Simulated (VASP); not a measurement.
# Li16HBr16 (a cell with a defect) in VASP: relaxation of the atoms with PBE

Aim: the relaxation of the atoms of Li16HBr16 (a cell with a defect) with PBE.

Program: VASP 6.6.1. These are calculated values, not measurements. Logs are shortened: lines on timing, memory, paths and dates and some standing lists are left out, and cuts for length are marked.

**1. The cell of the first run**

The cell holds a defect, 33 atoms: a = 9.542 Å, b = 9.542 Å, c = 9.542 Å, α = 109.47°, β = 109.47°, γ = 109.47°.

**2. Relaxation of the atoms, PBE (with an interstitial atom)**

The input, INCAR:

```
ALGO = Normal
EDIFF = 1E-7
EDIFFG = -0.025
ENCUT = 650
GGA = PE
GGA_COMPAT = False
IBRION = 2
ISIF = 2
ISMEAR = 0
KPAR = 2
LASPH = True
LCHARG = False
LREAL = Auto
LWAVE = False
NCORE = 2
NELECT = 160.0
NELM = 120
NELMIN = 4
NSW = 65
PREC = Accurate
SIGMA = 0.01
```

The input, KPOINTS:

```
Automatic mesh
0
Gamma
  2 2 2
  0.5 0.5 0.5
```

The input, POSCAR:

```
Li16HBr16
1.0
    5.5088933364     -5.5088933364     -5.5088933364
   -5.5088933364     -5.5088933364      5.5088933364
   -5.5088933364      5.5088933364     -5.5088933364
Li Br H
16 16 1
Direct
    0.2451890453      0.2451890453      0.4973441800
    0.2451890453      0.4973441800      0.2451890453
    0.2548109547      0.7500000000      0.0021551347
    0.0021551347      0.2548109547      0.7500000000
    0.2548109547      0.0021551347      0.7500000000
    0.0026558200      0.4978448653      0.4978448653
    0.0021551347      0.7500000000      0.2548109547
    0.7500000000      0.2548109547      0.0021551347
    0.9953576646      0.9953576646      0.9953576646
    0.7500000000      0.5046423354      0.7500000000
    0.7500000000      0.7500000000      0.5046423354
    0.4973441800      0.2451890453      0.2451890453
    0.7500000000      0.0021551347      0.2548109547
    0.4978448653      0.4978448653      0.0026558200
    0.5046423354      0.7500000000      0.7500000000
    0.4978448653      0.0026558200      0.4978448653
    0.2526856502      0.4997516507      0.7500000000
    0.2526856502      0.7500000000      0.4997516507
    0.2473143498     -0.0029339995      0.2473143498
    0.0002483493      0.5029339995      0.0002483493
    0.2473143498      0.2473143498     -0.0029339995
    0.0154540556      0.7500000000      0.7500000000
    0.0002483493      0.0002483493      0.5029339995
    0.7500000000      0.4997516507      0.2526856502
   -0.0029339995      0.2473143498      0.2473143498
    0.7500000000      0.7500000000      0.0154540556
    0.7500000000      0.0154540556      0.7500000000
    0.4845459444      0.4845459444      0.4845459444
    0.7500000000      0.2526856502      0.4997516507
    0.4997516507      0.7500000000      0.2526856502
    0.5029339995      0.0002483493      0.0002483493
    0.4997516507      0.2526856502      0.7500000000
    0.7500000000      0.7500000000      0.7500000000
```

Potentials or basis: VASP PAW PBE potentials, release 64 (Li_sv, Br, H).

Started as:

```console
$ cat potpaw_PBE.64/Li_sv/POTCAR potpaw_PBE.64/Br/POTCAR potpaw_PBE.64/H/POTCAR > POTCAR
$ mpirun -np 4 vasp_std > vasp.out
```

OUTCAR:

```text
EDIFF = 1E-7
   EDIFFG = -0.025
   ENCUT = 650
   GGA = PE
   IBRION = 2
   ISIF = 2
   ISMEAR = 0
   LASPH = True
   LREAL = Auto
   NELECT = 160.0
   NELM = 120
   NELMIN = 4
   NSW = 65
   PREC = Accurate

 ion  position               nearest neighbor table
   1  0.245  0.245  0.497-
   2  0.245  0.497  0.245-
   3  0.255  0.750  0.002-
   4  0.002  0.255  0.750-
   5  0.255  0.002  0.750-
   6  0.003  0.498  0.498-
[... 25 lines left out ...]
  32  0.500  0.253  0.750-
  33  0.750  0.750  0.750-

  LATTYP: Found a body centered cubic cell.
 ALAT       =    11.0177866728

  Lattice vectors:

 A1 = (   5.5088933364,  -5.5088933364,  -5.5088933364)
 A2 = (  -5.5088933364,  -5.5088933364,   5.5088933364)
 A3 = (  -5.5088933364,   5.5088933364,  -5.5088933364)

Analysis of symmetry for initial positions (statically):
=====================================================================
 Subroutine PRICEL returns:
 Original cell was already a primitive cell.

 Routine SETGRP: Setting up the symmetry group for a
 body centered cubic supercell.

 Subroutine GETGRP returns: Found 24 space group operations
 (whereof  6 operations were pure point group operations)
 out of a pool of 48 trial point group operations.

The static configuration has the point symmetry C_3v.
 The point group associated with its full space group is T_d .

Analysis of symmetry for dynamics (positions and initial velocities):
=====================================================================
 Subroutine PRICEL returns:
 Original cell was already a primitive cell.

 Routine SETGRP: Setting up the symmetry group for a
 body centered cubic supercell.

 Subroutine GETGRP returns: Found 24 space group operations
 (whereof  6 operations were pure point group operations)
 out of a pool of 48 trial point group operations.

The dynamic configuration has the point symmetry C_3v.
 The point group associated with its full space group is T_d .

 Subroutine INISYM returns: Found 24 space group operations
 (whereof  6 operations are pure point group operations),
 and found     1 'primitive' translations

[... 156 lines left out ...]
  Thomas-Fermi vector in A             =   2.149657
   LORBIT       =      0    0 simple, 1 ext, 2 COOP (PROOUT), +10 PAW based schemes
   GGA     = PE    functional components
   LHFCALC =     F    Hartree Fock is set to
   AEXX    =    0.0000 exact exchange contribution
   IVDW    =     0    specifies the selected vdW correction
   LEPSILON=     F    determine dielectric tensor
   LRPA    =     F    only Hartree local field effects (RPA)
 conjugate gradient relaxation of ions
 non-spin polarized calculation
 Gauss-broadening in eV      SIGMA  =   0.01
  energy-cutoff  :      650.00
  volume of cell :      668.73
 maximum number of plane-waves:     25183
   NGX = 39   NGY = 39   NGZ = 39

--------------------------------------- Ionic step        1  -------------------------------------------

 number of electron     160.0000001 magnetization

 Free energy of the ion-electron system (eV)
  ---------------------------------------------------
  ext. energy  EPLUGINS =         0.00000000
  ---------------------------------------------------
  free energy    TOTEN  =      -108.58277952 eV

  energy without entropy =     -108.58277952  energy(sigma->0) =     -108.58277952

------------------------ aborting loop because EDIFF is reached ----------------------------------------

  FORCE on cell =-STRESS in cart. coord.  units (eV):
  Direction    XX          YY          ZZ          XY          YZ          ZX
  --------------------------------------------------------------------------------------
  -------------------------------------------------------------------------------------
  Total       -7.6110778     -7.6110778     -7.6110778     -0.0000000     -0.0000000     -0.0000000
  in kB      -18.2349117    -18.2349117    -18.2349117     -0.0000000     -0.0000000     -0.0000000
  external PRESSURE =     -18.2349117 kB  Pullay stress =       0.0000000 kB
[... 182 lines left out ...]
  FREE ENERGIE OF THE ION-ELECTRON SYSTEM (eV)
  ---------------------------------------------------
  free  energy   TOTEN  =      -109.2764668876 eV

  energy  without entropy=     -109.2764668876  energy(sigma->0) =     -109.27646689

[... ionic steps 4 to 12 ...]

--------------------------------------- Ionic step       13  -------------------------------------------

 number of electron     160.0000001 magnetization

------------------------ aborting loop because EDIFF is reached ----------------------------------------
[... 129 lines left out ...]
--------------------------------------- Ionic step       15  -------------------------------------------

 number of electron     159.9999994 magnetization

 Free energy of the ion-electron system (eV)
  ---------------------------------------------------
  ext. energy  EPLUGINS =         0.00000000
  ---------------------------------------------------
  free energy    TOTEN  =      -109.58143510 eV

  energy without entropy =     -109.58143510  energy(sigma->0) =     -109.58143510

 E-fermi :   0.2669     XC(G=0):  -8.3999

 val. band max:        0.1926084336   @ k =   0.2500   0.2500   0.2500
 cond. band min:       3.2180579957   @ k =   0.2500   0.2500   0.2500
 fundamental gap:      3.0254495620
 Fermi energy:         0.2668575167

 k-point     1 :       0.2500    0.2500    0.2500
  band No.  band energies     occupation
      1     -44.0464      2.00000
      2     -44.0464      2.00000
      3     -44.0464      2.00000
      4     -44.0459      2.00000
      5     -44.0458      2.00000
      6     -44.0458      2.00000
[... 84 lines left out ...]
     91       7.1647      0.00000
     92       7.1655      0.00000

 k-point     2 :      -0.2500    0.2500    0.2500
  band No.  band energies     occupation
      1     -44.0465      2.00000
      2     -44.0462      2.00000
      3     -44.0461      2.00000
      4     -44.0460      2.00000
      5     -44.0460      2.00000
      6     -44.0458      2.00000
[... 84 lines left out ...]
     91       7.4816      0.00000
     92       7.4816      0.00000
 [bands above 92 left out]

------------------------ aborting loop because EDIFF is reached ----------------------------------------

  FORCE on cell =-STRESS in cart. coord.  units (eV):
  Direction    XX          YY          ZZ          XY          YZ          ZX
  --------------------------------------------------------------------------------------
  -------------------------------------------------------------------------------------
  Total       -6.2897486     -6.2897486     -6.2897486     -0.0000000     -0.0000000     -0.0000000
  in kB      -15.0692206    -15.0692206    -15.0692206     -0.0000000     -0.0000000     -0.0000000
  external PRESSURE =     -15.0692206 kB  Pullay stress =       0.0000000 kB
[... 48 lines left out ...]
  FREE ENERGIE OF THE ION-ELECTRON SYSTEM (eV)
  ---------------------------------------------------
  free  energy   TOTEN  =      -109.5814350961 eV

  energy  without entropy=     -109.5814350961  energy(sigma->0) =     -109.58143510

 reached required accuracy - stopping structural energy minimisation
```

It took 16 min on 4 MPI ranks of Intel Xeon 6975P-C (Granite Rapids), shared host; peak memory 0.67 GiB.

Results:

- Free energy: -109.5814 eV
- Energy gained by relaxing: 30.3 meV/atom
- Ionic steps: 15
- Largest force after relaxing: 0.007 eV/Å

Forces in eV/Å, atoms in the order of the input:
```
Li  -0.002  0.005 -0.002
Li  -0.002 -0.002  0.005
Li  -0.002  0.002 -0.005
Li   0.002 -0.005 -0.002
Li  -0.002 -0.005  0.002
Li   0.005  0.002  0.002
Li   0.002 -0.002 -0.005
Li  -0.005  0.002 -0.002
Li  -0.002 -0.002 -0.002
Li   0.002  0.002 -0.002
Li   0.002 -0.002  0.002
Li   0.005 -0.002 -0.002
Li  -0.005 -0.002  0.002
Li   0.002  0.005  0.002
Li  -0.002  0.002  0.002
Li   0.002  0.002  0.005
Br  -0.004 -0.003  0.004
Br  -0.004  0.004 -0.003
Br  -0.004 -0.004  0.003
Br   0.004  0.004  0.003
Br  -0.004  0.003 -0.004
Br   0.002 -0.002 -0.002
Br   0.004  0.003  0.004
Br  -0.003 -0.004  0.004
Br   0.003 -0.004 -0.004
Br  -0.002  0.002 -0.002
Br  -0.002 -0.002  0.002
Br   0.002  0.002  0.002
Br  -0.003  0.004 -0.004
Br   0.004 -0.004 -0.003
Br   0.003  0.004  0.004
Br   0.004 -0.003 -0.004
H    0.000  0.000  0.000
```

Step by step:
```tsv
step	energy change (eV)	largest force (eV/Å)	pressure (GPa)
1	0.0000	0.9178	-1.82
2	-0.2053	0.8463	-1.83
3	-0.6937	0.5454	-1.75
4	-0.7386	0.7706	-1.01
5	-0.9114	0.1365	-1.52
6	-0.9199	0.1341	-1.44
7	-0.9458	0.0941	-1.44
8	-0.9740	0.0569	-1.40
9	-0.9824	0.0384	-1.44
10	-0.9860	0.0811	-1.50
11	-0.9866	0.0612	-1.48
12	-0.9926	0.0254	-1.49
13	-0.9965	0.0251	-1.48
14	-0.9966	0.0387	-1.48
15	-0.9987	0.0066	-1.51
```

Final structure:
```
Li Br H
1.0
     5.50889   -5.50889   -5.50889
    -5.50889   -5.50889    5.50889
    -5.50889    5.50889   -5.50889
Li Br H
16 16 1
Direct
  0.24767 0.24767 0.50460
  0.24767 0.50460 0.24767
  0.25233 0.75000 0.00693
  0.00693 0.25233 0.75000
  0.25233 0.00693 0.75000
  0.99540 0.49307 0.49307
  0.00693 0.75000 0.25233
  0.75000 0.25233 0.00693
  0.02378 0.02378 0.02378
  0.75000 0.47622 0.75000
  0.75000 0.75000 0.47622
  0.50460 0.24767 0.24767
  0.75000 0.00693 0.25233
  0.49307 0.49307 0.99540
  0.47622 0.75000 0.75000
  0.49307 0.99540 0.49307
  0.24663 0.50050 0.75000
  0.24663 0.75000 0.50050
  0.25337 0.00387 0.25337
  0.99950 0.49613 0.99950
  0.25337 0.25337 0.00387
  0.98097 0.75000 0.75000
  0.99950 0.99950 0.49613
  0.75000 0.50050 0.24663
  0.00387 0.25337 0.25337
  0.75000 0.75000 0.98097
  0.75000 0.98097 0.75000
  0.51903 0.51903 0.51903
  0.75000 0.24663 0.50050
  0.50050 0.75000 0.24663
  0.49613 0.99950 0.99950
  0.50050 0.24663 0.75000
  0.75000 0.75000 0.75000
```

Caveat: the cell carries a net charge on a neutralising background, which shifts energy and pressure; the cell differs from its parent crystal (with an interstitial atom); the cell is charged against a uniform background, so pressure and absolute levels hang on convention.
